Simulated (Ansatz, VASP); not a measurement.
Co in VASP and in Ansatz

The input INCAR:

```
SYSTEM = Co
PREC = Accurate ; ENCUT = 520
EDIFF = 1E-6 ; ISMEAR = -1
SIGMA = 0.05 ; LREAL = .FALSE.
LASPH = .TRUE. ; NELM = 150
ALGO = Normal ; ISIF = 2
LWAVE = .FALSE. ; LCHARG = .TRUE.
ISPIN = 2 ; MAGMOM = 1.703 1.703 1.72 1.72
LORBIT = 11 ; LMAXMIX = 4
GGA = B5 ; ALDAX = 1.0
AGGAX = 1.0 ; AGGAC = 1.0
ALDAC = 0.0 ; LELF = .TRUE.
LVHAR = .TRUE. ; NBANDS = 30
```

Contents of KPOINTS:

```
Automatic mesh
0
G
  16 16 5
  0 0 0
```

File POSCAR:

```
Co
1.0
    2.5336039420      0.0000000000      0.0000000000
   -1.2668019710      2.1941653769      0.0000000000
    0.0000000000      0.0000000000      8.1936166865
Co
4
Direct
    0.0000000000      1.0000000000      1.0000000000
    0.0000000000      0.0000000000      0.5000000000
    0.3333333333      0.6666666667      0.2500000000
    0.6666666667      0.3333333333      0.7500000000
```

Input for Ansatz:

```yaml
crystal:
  lattice:
    - [2.533603942, 0.0, 0.0]
    - [-1.266801971, 2.1941653769, 0.0]
    - [0.0, 0.0, 8.1936166865]
  atoms:
    - { symbol: Co, position: [0.0, 1.0, 1.0], spin: 1.703 }
    - { symbol: Co, position: [0.0, 0.0, 0.5], spin: 1.703 }
    - { symbol: Co, position: [0.3333333333, 0.6666666667, 0.25], spin: 1.72 }
    - { symbol: Co, position: [0.6666666667, 0.3333333333, 0.75], spin: 1.72 }
hamiltonian:
  xc: blyp
  pseudopotentials:
    kind: paw
    azcp:
      Co: "pseudopotentials/Co.paw.azcp"
basis:
  ecutwfc: 420
  fft_grid_basis: typed
kpoints:
  mp_grid: { grid: [16, 16, 5], shift: [0, 0, 0] }
magnetization:
  spin_polarized: true
scf:
  occupations: { method: fermi_dirac, width: 0.05 }
  lower_state_search: "off"
output:
  stress: true
  write_density: true
  write_potential: true
  elf: true
  volumetric_format: npy
```

Alike in both runs: task single point; functional BLYP; k mesh 16 × 16 × 5; occupations fermi-dirac, width 0.05 eV; collinear spin.

|  | VASP | Ansatz |
| --- | --- | --- |
| version | VASP 6.6.1 | Ansatz 0.2.0 |
| potentials or method | VASP PAW PBE potentials, release 64 (Co), cutoff 520 eV | plane waves (420 eV) with PAW, scalar-relativistic |
| valence electrons in the cell | 36 | 68 |

VASP gave:

```
pressure (GPa)                                                : -0.6
traceless stress, the component that is largest in VASP (GPa) : 0.36
net moment per atom (μB)                                      : 1.62
size of the moment on the site where the two differ most (μB) : 1.65
```

Task: What did Ansatz give for the same quantities?

Result: Pressure (GPa): -0.3; traceless stress, the component that is largest in VASP (GPa): 0.29; net moment per atom (μB): 1.63; size of the moment on the site where the two differ most (μB): 1.71.

VASP's potentials were made for PBE, not for BLYP. Site moments also hang on the region over which each program counts them. VASP's potentials hold 36 valence electrons a cell and Ansatz's 68, so a difference there can come from the potentials and not from the codes.
